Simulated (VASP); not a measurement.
Input of a VASP 6.6.1 run:

Contents of INCAR:

```
SYSTEM = SnGe7
  PREC = Accurate
  ENCUT = 520
  EDIFF = 1E-6
  ISMEAR = 0
  SIGMA = 0.2
  LREAL = .False.
  LASPH = .True.
  NELM = 100
  ALGO = Normal
  ISIF = 2
  LWAVE = .False.
  LCHARG = .False.
  GGA = PE
  NBANDS = 66
```

Contents of KPOINTS:

```
Automatic mesh
0
Gamma
  3 3 3
  0 0 0
```

POSCAR

```
SnGe7
1.0
    5.9020016566      0.0000000000      0.0000000000
    0.0000000000      5.9020016566      0.0000000000
    0.0000000000      0.0000000000      5.9020016566
Sn Ge
1 7
Direct
    0.0000000000      0.0000000000      0.0000000000
    0.2588576417      0.2588576417      0.2588576417
    0.0000000000      0.5000000000      0.5000000000
    0.5000000000      0.5000000000      0.0000000000
    0.5000000000      0.0000000000      0.5000000000
    0.7411423583      0.2588576417      0.7411423583
    0.7411423583      0.7411423583      0.2588576417
    0.2588576417      0.7411423583      0.7411423583
```

Potentials or basis: VASP PAW PBE potentials, release 64 (Sn_d, Ge_d).

Run with:

```sh
$ cat potpaw_PBE.64/Sn_d/POTCAR potpaw_PBE.64/Ge_d/POTCAR > POTCAR
$ mpirun -np 1 vasp_std > vasp.out
```

Task: What does it give for the largest force?

Result: 0.052 eV/Å.

Task: Predict the pressure.

Result: -0.4 GPa.

Forces in eV/Å, atoms in the order of the input:
```
Sn   0.000  0.000  0.000
Ge  -0.030 -0.030 -0.030
Ge   0.000  0.000  0.000
Ge   0.000  0.000  0.000
Ge   0.000  0.000  0.000
Ge   0.030 -0.030  0.030
Ge   0.030  0.030 -0.030
Ge  -0.030  0.030  0.030
```
